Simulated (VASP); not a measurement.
Te2Mo:

```
CELL_PARAMETERS angstrom
3.53709 0.00000 0.00000
-1.76855 3.06321 0.00000
0.00000 0.00000 7.82691
ATOMIC_POSITIONS crystal
Te 0.33333 0.66667 0.77052
Te 0.33333 0.66667 0.22948
Mo 0.00000 0.00000 0.00000
```

Base run:

- Program: VASP 6.6.1
- Functional: PBE
- Potentials or basis: VASP PAW PBE potentials, release 64 (Te, Mo_sv)
- Cutoff: 520 eV
- k mesh: 12 × 12 × 4
- Occupations: fermi-dirac, width 0.02 eV
- Spin: no spin polarisation

Its results: band gap on the k mesh 1.06 eV, indirect (least direct gap 1.07 eV); pressure 1.8 GPa; largest force 0.207 eV/Å.

Problem. The run is repeated on the same cell with these changes: functional from PBE to r2SCAN; occupations from fermi-dirac, width 0.02 eV to gaussian, width 0.01 eV. What comes out?

Solution. Band gap on the k mesh 1.14 eV, indirect (least direct gap 1.16 eV); pressure 1.1 GPa; largest force 0.008 eV/Å.

Caveats: spin-orbit coupling is left out, which moves the levels of the heavy elements; this functional lacks dispersion, which binds the layers, so the pressure and a relaxed spacing across them are unreliable (some runs); the PAW data sets were made with another functional, which shifts forces and pressure a little (some runs).

A k mesh can miss the band edges.
